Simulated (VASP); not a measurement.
Write the native input for VASP 6.6.1 that does the following.

| Item | Value |
| --- | --- |
| Task | relaxation of cell and atoms |
| Functional | PBE |
| Potentials or basis | VASP PAW PBE potentials, release 64 (Ag) |
| Cutoff | 600 eV |
| k mesh | 17 × 17 × 17 |
| Occupations | fermi-dirac, width 0.05 eV |
| Spin | no spin polarisation |
| Target pressure | 5 GPa |
| Dipole correction | no |
| Further INCAR settings | ALGO = Normal; EDIFF = 1e-06; IBRION = 2; EDIFFG = -0.03; NSW = 80; ISIF = 3 |

The structure of Ag lies in POSCAR:

```
Ag
1.0
    2.6600000000      0.0000000000      0.0000000000
    0.0000000000      2.6600000000      0.0000000000
    0.0000000000      0.0000000000      2.6600000000
Ag
1
Direct
    0.0000000000      0.0000000000      0.0000000000
```

This isn't the form of Ag at room conditions, which is fcc.

The input as run:

INCAR

```
SYSTEM = Ag
PREC = Accurate
ENCUT = 600
EDIFF = 1E-6
ISMEAR = -1
SIGMA = 0.05
LREAL = .False.
LASPH = .True.
NELM = 100
ALGO = Normal
ISIF = 3
LWAVE = .False.
LCHARG = .False.
GGA = PE
IBRION = 2
NSW = 80
EDIFFG = -0.03
PSTRESS = 50.0
```

KPOINTS

```
regular mesh
0
Gamma
  17 17 17
  0 0 0
```

Potentials or basis: VASP PAW PBE potentials, release 64 (Ag).

Run with:

```bash
$ cat potpaw_PBE.64/Ag/POTCAR > POTCAR
$ mpirun -np 1 vasp_std > vasp.out
```

Results of the run:

```
Relaxed volume                                             : 19.50 Å³/atom
Relaxed cell                                               : a = 2.692 Å, b = 2.692 Å, c = 2.692 Å, α = 90.00°, β = 90.00°, γ = 90.00°
Space group after relaxing (to 0.1 Å)                      : Pm-3m (No. 221)
Energy change on relaxing (the run minimises the enthalpy) : -29.0 meV/atom
Ionic steps                                                : 3
Pressure after relaxing                                    : 5.0 GPa
Band gap on the k mesh                                     : zero (an odd number of electrons rules out a gap without spin polarisation)
```

Caveat: the cell is relaxed towards a set pressure, so the run minimises the enthalpy, not the energy.

Wall time 32 s on 1 thread of Intel(R) Xeon(R) Platinum 8488C (Sapphire Rapids) (shared host), peak memory 0.17 GiB.
